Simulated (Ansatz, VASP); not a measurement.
One calculation of AgO2, two programs

Contents of INCAR:

```
SYSTEM = AgO2
PREC = Accurate ; ENCUT = 520
EDIFF = 1E-6 ; ISMEAR = 0
SIGMA = 0.1 ; LREAL = .False.
LASPH = .True. ; NELM = 150
ALGO = Normal ; ISIF = 2
LWAVE = .False. ; LCHARG = .False.
ISPIN = 2 ; MAGMOM = 1 1 1 1 0 0 0 0 0 0 0 0
LORBIT = 11 ; LMAXMIX = 4
GGA = PE ; NBANDS = 62
```

Contents of KPOINTS:

```
Automatic mesh
0
Gamma
  4 4 4
  0 0 0
```

File POSCAR:

```
AgO2
1.0
    5.3747580626      0.0000000000      0.0000000000
    0.0000000000      5.3747580626      0.0000000000
    0.0000000000      0.0000000000      5.3747580626
Ag O
4 8
Direct
    0.5000000000      0.5000000000      0.0000000000
    0.0000000000      0.5000000000      0.5000000000
    0.0000000000      0.0000000000      0.0000000000
    0.5000000000      0.0000000000      0.5000000000
    0.9251127688      0.0748872312      0.5748872312
    0.0748872312      0.9251127688      0.4251127688
    0.5748872312      0.5748872312      0.5748872312
    0.4251127688      0.4251127688      0.4251127688
    0.5748872312      0.9251127688      0.0748872312
    0.4251127688      0.0748872312      0.9251127688
    0.0748872312      0.5748872312      0.9251127688
    0.9251127688      0.4251127688      0.0748872312
```

Input for Ansatz:

```yaml
crystal:
  lattice:
    - [5.3747580626, 0.0, 0.0]
    - [0.0, 5.3747580626, 0.0]
    - [0.0, 0.0, 5.3747580626]
  atoms:
    - { symbol: Ag, position: [0.5, 0.5, 0.0], spin: 1.0 }
    - { symbol: Ag, position: [0.0, 0.5, 0.5], spin: 1.0 }
    - { symbol: Ag, position: [0.0, 0.0, 0.0], spin: 1.0 }
    - { symbol: Ag, position: [0.5, 0.0, 0.5], spin: 1.0 }
    - { symbol: O, position: [0.9251127688, 0.0748872312, 0.5748872312] }
    - { symbol: O, position: [0.0748872312, 0.9251127688, 0.4251127688] }
    - { symbol: O, position: [0.5748872312, 0.5748872312, 0.5748872312] }
    - { symbol: O, position: [0.4251127688, 0.4251127688, 0.4251127688] }
    - { symbol: O, position: [0.5748872312, 0.9251127688, 0.0748872312] }
    - { symbol: O, position: [0.4251127688, 0.0748872312, 0.9251127688] }
    - { symbol: O, position: [0.0748872312, 0.5748872312, 0.9251127688] }
    - { symbol: O, position: [0.9251127688, 0.4251127688, 0.0748872312] }
basis:
  ecutwfc: 420
kpoints:
  mp_grid: { grid: [4, 4, 4] }
hamiltonian:
  xc: pbe
scf:
  occupations: { method: gaussian, width: 0.1 }
  lower_state_search: "off"
output:
  forces: true
  stress: true
  eigenvalues: true
  populations: true
magnetization:
  spin_polarized: true
```

Alike in both runs: task single point; functional PBE; k mesh 4 × 4 × 4; occupations gaussian, width 0.1 eV; collinear spin.

|  | VASP | Ansatz |
| --- | --- | --- |
| version | VASP 6.6.1 | Ansatz 0.2.0 |
| potentials or method | VASP PAW PBE potentials, release 64 (Ag, O), cutoff 520 eV | scalar-relativistic, plane waves, PAW |
| valence electrons in the cell | 92 | 124 |

VASP gave:

```
gap on the k mesh at the Fermi level (eV) : none
pressure (GPa)                            : 0.6
rms of the force components (eV/Å)        : 0.124
net moment per atom (μB)                  : 0.00
```

Problem. Which values does Ansatz return?

Solution. gap on the k mesh at the Fermi level (eV): none; pressure (GPa): 0.3; rms of the force components (eV/Å): 0.015; net moment per atom (μB): 0.00.

Atom by atom the forces differ by 0.138 eV/Å (rms over components). A gap of «none» marks a metal or a gap that the smearing closes. One of these differences is far larger than is usual between the two programs; its cause wasn't traced. With one functional, cell and mesh, what is left measures potentials, basis and numerics. VASP's potentials hold 92 valence electrons a cell and Ansatz's 124, so a difference there can come from the potentials and not from the codes. Ansatz's warnings: seeded moment not kept.
